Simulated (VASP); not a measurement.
Wanted: the native input for a VASP 6.6.1 run.

```
Task                   : single point
Functional             : PBE
Potentials or basis    : VASP PAW PBE potentials, release 64 (Ru_pv)
Cutoff                 : 500 eV
k mesh                 : 24 × 24 × 12
Occupations            : gaussian, width 0.15 eV
Spin                   : no spin polarisation
Dipole correction      : no
Further INCAR settings : ALGO = Normal; EDIFF = 1e-06; NBANDS = 21
```

The structure of Ru lies in POSCAR:

```
Ru
1.0
    2.7057993342      0.0000000000      0.0000000000
   -1.3528996671      2.3432909610      0.0000000000
    0.0000000000      0.0000000000      4.0678050000
Ru
2
Direct
    0.3333333333      0.6666666667      0.2500000000
    0.6666666667      0.3333333333      0.7500000000
```

This cell differs from its parent crystal: strain -0.0500 x Voigt [0, 0, 1, 0, 0, 0].

The input as run:

INCAR

```
PREC = Accurate
ENCUT = 500
EDIFF = 1E-6
ISMEAR = 0
SIGMA = 0.15
LREAL = F
LASPH = T
NELM = 120
ALGO = Normal
ISIF = 2
LWAVE = F
LCHARG = F
GGA = PE
NBANDS = 21
GGA_COMPAT = F
```

KPOINTS

```
Automatic mesh
0
Gamma
  24 24 12
```

Potentials or basis: VASP PAW PBE potentials, release 64 (Ru_pv).

Command:

```sh
$ cat potpaw_PBE.64/Ru_pv/POTCAR > POTCAR
$ mpirun -np 1 vasp_std > vasp.out
```

Results of the run:

| Property | Result |
| --- | --- |
| Pressure | 25.7 GPa |
| Band gap on the k mesh | zero (bands 14 and 15 overlap by 3.46 eV) |

Caveat: the cell differs from its parent crystal (strain -0.0500 x Voigt [0, 0, 1, 0, 0, 0]); the cell stands under pressure.

Wall time 85 s on 1 thread of Intel(R) Xeon(R) 6975P-C (Granite Rapids) (shared host), peak memory 0.27 GiB.
